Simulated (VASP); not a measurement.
# PbS (Fm-3m) in VASP: a series of runs

PbS is run at these levels: r2SCAN; tasks: single point.

All numbers are computed with VASP 6.6.1; they aren't measurements. Logs are shortened: lines on timing, memory, paths and dates and some standing lists are left out, and cuts for length are marked.

## 1. The cell of the first run

Symmetry: Fm-3m, No. 225, cubic system. The conventional cell has a = 5.855 Å, b = 5.855 Å, c = 5.855 Å, α = 90.00°, β = 90.00°, γ = 90.00°. Pb (site symmetry m-3m) has 6 S at 2.93 Å within 3.9 Å. Within 3.9 Å of S (site symmetry m-3m) lie 6 Pb at 2.93 Å.

## 2. Single point, r2SCAN (strain -2.0%)

POSCAR

```
PbS
1.0
    0.0000000000      2.9274880227      2.9274880227
    2.9274880227      0.0000000000      2.9274880227
    2.9274880227      2.9274880227      0.0000000000
Pb S
1 1
Direct
    0.0000000000      0.0000000000      0.0000000000
    0.5000000000      0.5000000000      0.5000000000
```

INCAR.step1

```
SYSTEM = PbS
PREC = Accurate
ENCUT = 520
ISMEAR = 0
SIGMA = 0.01
LREAL = .False.
LASPH = .True.
NELM = 80
NBANDS = 17
GGA = PE
ALGO = Normal
EDIFF = 1E-4
LWAVE = .True.
LCHARG = .False.
```

INCAR.step2

```
SYSTEM = PbS
PREC = Accurate
ENCUT = 520
EDIFF = 1E-6
ISMEAR = 0
SIGMA = 0.01
LREAL = .False.
LASPH = .True.
NELM = 80
ALGO = Normal
ISIF = 2
LWAVE = .False.
LCHARG = .False.
METAGGA = R2SCAN
LMIXTAU = .True.
NBANDS = 17
ISTART = 1
```

KPOINTS

```
regular mesh
0
Gamma
  8 8 8
  0 0 0
```

Potentials or basis: VASP PAW PBE potentials, release 64 (Pb_d, S).

Started as:

```console
$ cat potpaw_PBE.64/Pb_d/POTCAR potpaw_PBE.64/S/POTCAR > POTCAR
$ cp INCAR.step1 INCAR
$ mpirun -np 1 vasp_std > vasp.out
$ cp INCAR.step2 INCAR
$ mpirun -np 1 vasp_std > vasp.out
```

OUTCAR:

```text
SYSTEM = PbS
   PREC = Accurate
   ENCUT = 520
   EDIFF = 1E-6
   ISMEAR = 0
   LREAL = .False.
   LASPH = .True.
   NELM = 80
   ISIF = 2
   METAGGA = R2SCAN
   ISTART = 1

 ion  position               nearest neighbor table
   1  0.000  0.000  0.000-   2 2.93   2 2.93   2 2.93   2 2.93   2 2.93   2 2.93
   2  0.500  0.500  0.500-   1 2.93   1 2.93   1 2.93   1 2.93   1 2.93   1 2.93

  LATTYP: Found a face centered cubic cell.
 ALAT       =     5.8549760454

  Lattice vectors:

 A1 = (   0.0000000000,   2.9274880227,   2.9274880227)
 A2 = (   2.9274880227,   0.0000000000,   2.9274880227)
 A3 = (   2.9274880227,   2.9274880227,   0.0000000000)

Analysis of symmetry for initial positions (statically):
=====================================================================
 Subroutine PRICEL returns:
 Original cell was already a primitive cell.

 Routine SETGRP: Setting up the symmetry group for a
 face centered cubic supercell.

 Subroutine GETGRP returns: Found 48 space group operations
 (whereof 48 operations were pure point group operations)
 out of a pool of 48 trial point group operations.

The static configuration has the point symmetry O_h .

Analysis of symmetry for dynamics (positions and initial velocities):
=====================================================================
 Subroutine PRICEL returns:
 Original cell was already a primitive cell.

 Routine SETGRP: Setting up the symmetry group for a
 face centered cubic supercell.

 Subroutine GETGRP returns: Found 48 space group operations
 (whereof 48 operations were pure point group operations)
 out of a pool of 48 trial point group operations.

The dynamic configuration has the point symmetry O_h .

 Subroutine INISYM returns: Found 48 space group operations
 (whereof 48 operations are pure point group operations),
 and found     1 'primitive' translations

----------------------------------------------------------------------------------------

                                     Primitive cell

  volume of cell :      50.1782

  direct lattice vectors                    reciprocal lattice vectors
     0.000000000  2.927488023  2.927488023    -0.170794892  0.170794892  0.170794892
     2.927488023  0.000000000  2.927488023     0.170794892 -0.170794892  0.170794892
     2.927488023  2.927488023  0.000000000     0.170794892  0.170794892 -0.170794892

  length of vectors
     4.140093265  4.140093265  4.140093265     0.295825430  0.295825430  0.295825430

  position of ions in fractional coordinates (direct lattice)
     0.000000000  0.000000000  0.000000000
     0.500000000  0.500000000  0.500000000

  ion indices of the primitive-cell ions
   primitive index   ion index
                 1           1
                 2           2

----------------------------------------------------------------------------------------

 KPOINTS: regular mesh

Automatic generation of k-mesh.
 Grid dimensions read from file:
 generate k-points for:    8    8    8

 Generating k-lattice:

  Cartesian coordinates                     Fractional coordinates (reciprocal lattice)
    -0.021349361  0.021349361  0.021349361     0.125000000  0.000000000  0.000000000
     0.021349361 -0.021349361  0.021349361     0.000000000  0.125000000  0.000000000
     0.021349361  0.021349361 -0.021349361     0.000000000  0.000000000  0.125000000

  Length of vectors
     0.036978179  0.036978179  0.036978179

  Shift w.r.t. Gamma in fractional coordinates (k-lattice)
     0.000000000  0.000000000  0.000000000

 Subroutine IBZKPT returns following result:
 ===========================================

 Found     29 irreducible k-points:

 Following reciprocal coordinates:
            Coordinates               Weight
  0.000000  0.000000  0.000000      1.000000
  0.125000  0.000000  0.000000      8.000000
  0.250000  0.000000  0.000000      8.000000
  0.375000  0.000000  0.000000      8.000000
  0.500000  0.000000  0.000000      4.000000
  0.125000  0.125000  0.000000      6.000000
[... 16 lines left out ...]
  0.500000  0.250000  0.125000     48.000000
 -0.375000  0.250000  0.125000     24.000000
 [... further k-points ...]
   k-points           NKPTS =     29   k-points in BZ     NKDIM =     29   number of bands    NBANDS=     17
   number of dos      NEDOS =    301   number of ions     NIONS =      2
   total plane-waves  NPLWV =  32768
   dimension x,y,z NGX =    32 NGY =   32 NGZ =   32
   dimension x,y,z NGXF=    64 NGYF=   64 NGZF=   64
   ions per type =               1   1
   NGX,Y,Z   is equivalent  to a cutoff of  12.85, 12.85, 12.85 a.u.
   NGXF,Y,Z  is equivalent  to a cutoff of  25.70, 25.70, 25.70 a.u.
 SYSTEM =  PbS
   PREC   = accura    normal or accurate (medium, high low for compatibility)
   ISTART =      1    job   : 0-new  1-cont  2-samecut
   ICHARG =      0    charge: 1-file 2-atom 10-const
   ISPIN  =      1    spin polarized calculation?
   LNONCOLLINEAR =      F non collinear calculations
   LSORBIT =      F    spin-orbit coupling
   LASPH  =      T    aspherical Exc in radial PAW
   ENCUT  =  520.0 eV  38.22 Ry    6.18 a.u.   7.70  7.70  7.70*2*pi/ulx,y,z
   NELM   =     80;   NELMIN=  2; NELMDL=  0     # of ELM steps
   EDIFF  = 0.1E-05   stopping-criterion for ELM
   LREAL  =      F    real-space projection
   EDIFFG = 0.1E-04   stopping-criterion for IOM
   NSW    =      0    number of steps for IOM
   IBRION =     -1    ionic relax: 0-MD 1-quasi-New 2-CG
   NFREE  =      0    steps in history (QN), initial steepest desc. (CG)
   ISIF   =      2    stress and relaxation
   ISYM   =      2    0-nonsym 1-usesym 2-fastsym
   POTIM  = 0.5000    time-step for ionic-motion
   TEBEG  =    0.0;   TEEND  =   0.0 temperature during run
   PSTRESS=    0.0 pullay stress
   NELECT =      20.0000    total number of electrons
   NUPDOWN=      -1.0000    fix difference up-down
   EMIN   =  10.00;   EMAX   =-10.00  energy-range for DOS
   EFERMI =   0.00;   METHOD = LEGACY
   ISMEAR =     0;   SIGMA  =   0.01  broadening in eV -4-tet -1-fermi 0-gaus
   EFERMI_NEDOS =   21; number of points for ismear=-14 and -15
   IALGO  =     38    algorithm
   IMIX   =      4    mixing-type and parameters
     AMIX     =   0.40;   BMIX     =  1.00
     AMIX_MAG =   1.60;   BMIX_MAG =  1.00
  volume/ion in A,a.u.               =      25.09       169.31
  Fermi-wavevector in a.u.,A,eV,Ry     =   1.204795  2.276732 19.749267  1.451530
  Thomas-Fermi vector in A             =   2.340510
   LORBIT       =      0    0 simple, 1 ext, 2 COOP (PROOUT), +10 PAW based schemes
   METAGGA = R2SCAN    functional components
   LHFCALC =     F    Hartree Fock is set to
   AEXX    =    0.0000 exact exchange contribution
   IVDW    =     0    specifies the selected vdW correction
   LEPSILON=     F    determine dielectric tensor
   LRPA    =     F    only Hartree local field effects (RPA)
 non-spin polarized calculation
 Gauss-broadening in eV      SIGMA  =   0.01
  energy-cutoff  :      520.00
  volume of cell :       50.18
 maximum number of plane-waves:      1365
   NGX = 15   NGY = 15   NGZ = 15

 number of electron      19.9999996 magnetization

 Free energy of the ion-electron system (eV)
  ---------------------------------------------------
  ext. energy  EPLUGINS =         0.00000000
  ---------------------------------------------------
  free energy    TOTEN  =       -65.57418494 eV

  energy without entropy =      -65.57418494  energy(sigma->0) =      -65.57418494

 E-fermi :   6.3809     XC(G=0): -10.4547

 val. band max:        6.2997647970   @ k =   0.5000   0.0000   0.0000
 cond. band min:       6.7604239008   @ k =   0.5000   0.0000   0.0000
 fundamental gap:      0.4606591038
 Fermi energy:         6.3809269848

 k-point     1 :       0.0000    0.0000    0.0000
  band No.  band energies     occupation
      1     -11.2889      2.00000
      2     -11.2889      2.00000
      3     -11.2889      2.00000
      4     -11.2748      2.00000
      5     -11.2748      2.00000
      6      -8.3583      2.00000
[... 9 lines left out ...]
     16      13.2643      0.00000
     17      15.1930      0.00000

 k-point     2 :       0.1250    0.0000    0.0000
  band No.  band energies     occupation
      1     -11.2882      2.00000
      2     -11.2867      2.00000
      3     -11.2867      2.00000
      4     -11.2751      2.00000
      5     -11.2751      2.00000
      6      -8.2136      2.00000
[... 9 lines left out ...]
     16      13.6659      0.00000
     17      16.5243      0.00000

 k-point     3 :       0.2500    0.0000    0.0000
  band No.  band energies     occupation
      1     -11.2978      2.00000
      2     -11.2978      2.00000
      3     -11.2871      2.00000
      4     -11.2593      2.00000
      5     -11.2593      2.00000
      6      -7.8113      2.00000
[... 9 lines left out ...]
     16      14.5594      0.00000
     17      18.8333      0.00000

 k-point     4 :       0.3750    0.0000    0.0000
  band No.  band energies     occupation
      1     -11.3114      2.00000
      2     -11.3114      2.00000
      3     -11.2866      2.00000
      4     -11.2409      2.00000
      5     -11.2409      2.00000
      6      -7.2880      2.00000
[... 9 lines left out ...]
     16      15.8365      0.00000
     17      18.7824      0.00000
[... 343 lines left out ...]
      1     -11.3417      2.00000
      2     -11.2934      2.00000
      3     -11.2824      2.00000
      4     -11.2552      2.00000
      5     -11.2463      2.00000
      6      -7.4491      2.00000
[... 9 lines left out ...]
     16      16.6778      0.00000
     17      16.9775      0.00000

 k-point    23 :       0.5000    0.2500    0.1250
  band No.  band energies     occupation
      1     -11.3631      2.00000
      2     -11.2922      2.00000
      3     -11.2824      2.00000
      4     -11.2504      2.00000
      5     -11.2371      2.00000
      6      -6.9720      2.00000
[... 9 lines left out ...]
     16      17.0677      0.00000
     17      18.2172      0.00000

 k-point    24 :      -0.3750    0.2500    0.1250
  band No.  band energies     occupation
      1     -11.3708      2.00000
      2     -11.2969      2.00000
      3     -11.2723      2.00000
      4     -11.2561      2.00000
      5     -11.2312      2.00000
      6      -6.7296      2.00000
[... 9 lines left out ...]
     16      17.6608      0.00000
     17      18.1061      0.00000

 [... further k-points ...]

------------------------ aborting loop because EDIFF is reached ----------------------------------------

  FORCE on cell =-STRESS in cart. coord.  units (eV):
  Direction    XX          YY          ZZ          XY          YZ          ZX
  --------------------------------------------------------------------------------------
  -------------------------------------------------------------------------------------
  Total        1.2432961      1.2432961      1.2432961     -0.0000000      0.0000000     -0.0000000
  in kB       39.6981050     39.6981050     39.6981050     -0.0000000      0.0000000     -0.0000000
  external PRESSURE =      39.6981050 kB  Pullay stress =       0.0000000 kB

 VOLUME and BASIS-vectors are now :
 -----------------------------------------------------------------------------
  energy-cutoff  :      520.00
  volume of cell :       50.18
      direct lattice vectors                 reciprocal lattice vectors
     0.000000000  2.927488023  2.927488023    -0.170794892  0.170794892  0.170794892
     2.927488023  0.000000000  2.927488023     0.170794892 -0.170794892  0.170794892
     2.927488023  2.927488023  0.000000000     0.170794892  0.170794892 -0.170794892

 POSITION                                       TOTAL-FORCE (eV/Angst)
 -----------------------------------------------------------------------------------
      0.00000      0.00000      0.00000        -0.000000      0.000000      0.000000
      2.92749      2.92749      2.92749         0.000000     -0.000000     -0.000000
 -----------------------------------------------------------------------------------
    total drift:                                0.000000     -0.000000     -0.000000

  FREE ENERGIE OF THE ION-ELECTRON SYSTEM (eV)
  ---------------------------------------------------
  free  energy   TOTEN  =       -65.5741849439 eV

  energy  without entropy=      -65.5741849439  energy(sigma->0) =      -65.57418494
```

It took 84 s on 1 thread of Intel Xeon 8259CL, shared host; peak memory 0.2 GiB.

What came out:

| Item | Value |
| --- | --- |
| Free energy | -65.5742 eV |
| Pressure | 4.0 GPa |
| Band gap on the k mesh | 0.46 eV, direct |

Levels at points of the mesh, in eV from the valence-band top:
```tsv
k point	band 6	band 7	band 8	band 9	band 10	band 11	band 12	band 13	band 14	band 15
(0.00, 0.00, 0.00)	-14.66	-6.09	-2.61	-2.61	-2.61	5.61	5.61	5.61	6.96	6.96
(0.50, 0.00, 0.00)	-13.31	-9.43	-2.17	-2.17	0.00	0.46	2.02	2.02	9.16	10.48
(0.50, 0.50, 0.00)	-12.76	-7.49	-5.81	-3.96	-3.96	3.91	6.09	6.18	6.18	11.66
```

Caveat: the cell differs from its parent crystal (strain -2.0%); the PAW data sets were made with another functional, which shifts forces and pressure a little; spin-orbit coupling is left out, which moves the levels of the heavy elements. A k mesh can miss the band edges.

## 3. Single point, r2SCAN (strain -1.0%)

POSCAR

```
PbS
1.0
    0.0000000000      2.9573603494      2.9573603494
    2.9573603494      0.0000000000      2.9573603494
    2.9573603494      2.9573603494      0.0000000000
Pb S
1 1
Direct
    0.0000000000      0.0000000000      0.0000000000
    0.5000000000      0.5000000000      0.5000000000
```

INCAR.step1

```
SYSTEM = PbS
PREC     = Accurate       ! precision mode
ENCUT    = 520            ! plane-wave cutoff, eV
ISMEAR   = 0              ! smearing method
SIGMA    = 0.01           ! smearing width, eV
LREAL    = .FALSE.        ! projectors in reciprocal space
LASPH    = .TRUE.         ! aspherical terms in the spheres
NELM     = 100            ! most SCF steps
NBANDS   = 17             ! bands
GGA      = PE             ! functional
ALGO     = Normal         ! electronic algorithm
EDIFF    = 1E-4           ! SCF threshold, eV
LWAVE    = .TRUE.         ! write WAVECAR
LCHARG   = .FALSE.        ! write CHGCAR
```

INCAR.step2

```
SYSTEM = PbS
PREC     = Accurate       ! precision mode
ENCUT    = 520            ! plane-wave cutoff, eV
EDIFF    = 1E-6           ! SCF threshold, eV
ISMEAR   = 0              ! smearing method
SIGMA    = 0.01           ! smearing width, eV
LREAL    = .FALSE.        ! projectors in reciprocal space
LASPH    = .TRUE.         ! aspherical terms in the spheres
NELM     = 100            ! most SCF steps
ALGO     = Normal         ! electronic algorithm
ISIF     = 2              ! what is computed and relaxed
LWAVE    = .FALSE.        ! write WAVECAR
LCHARG   = .TRUE.         ! write CHGCAR
METAGGA  = R2SCAN         ! meta-GGA
LMIXTAU  = .TRUE.       
LELF     = .TRUE.         ! ELF
LVHAR    = .TRUE.       
NBANDS   = 17             ! bands
ISTART   = 1
```

KPOINTS

```
Automatic mesh
0
G
  8 8 8
  0 0 0
```

Potentials or basis: VASP PAW PBE potentials, release 64 (Pb_d, S).

Started as:

```console
$ cat potpaw_PBE.64/Pb_d/POTCAR potpaw_PBE.64/S/POTCAR > POTCAR
$ cp INCAR.step1 INCAR
$ mpirun -np 1 vasp_std > vasp.out
$ cp INCAR.step2 INCAR
$ mpirun -np 1 vasp_std > vasp.out
```

Run time: 83 s. Hardware: 1 thread of Intel Xeon 8259CL, shared host; peak memory 0.2 GiB.

The run converged. Its results:

```yaml
Free_energy: -65.6028 eV
Pressure: 1.8 GPa
Band_gap_on_the_k_mesh: 0.59 eV, direct
```

Levels at points of the mesh, in eV from the valence-band top:
```
           k point  band 6  band 7  band 8  band 9  band 10  band 11  band 12  band 13  band 14  band 15
(0.00, 0.00, 0.00)  -14.32   -6.10   -2.40   -2.40    -2.40     5.56     5.56     5.56     7.09     7.09
(0.50, 0.00, 0.00)  -13.04   -9.19   -1.99   -1.99     0.00     0.59     2.14     2.14     9.16    10.59
(0.50, 0.50, 0.00)  -12.56   -7.40   -5.48   -3.69    -3.69     4.09     6.02     6.11     6.11    11.68
```

Caveat: the cell differs from its parent crystal (strain -1.0%); the PAW data sets were made with another functional, which shifts forces and pressure a little; spin-orbit coupling is left out, which moves the levels of the heavy elements. A k mesh can miss the band edges.

(Continued in part 2 of 2.)
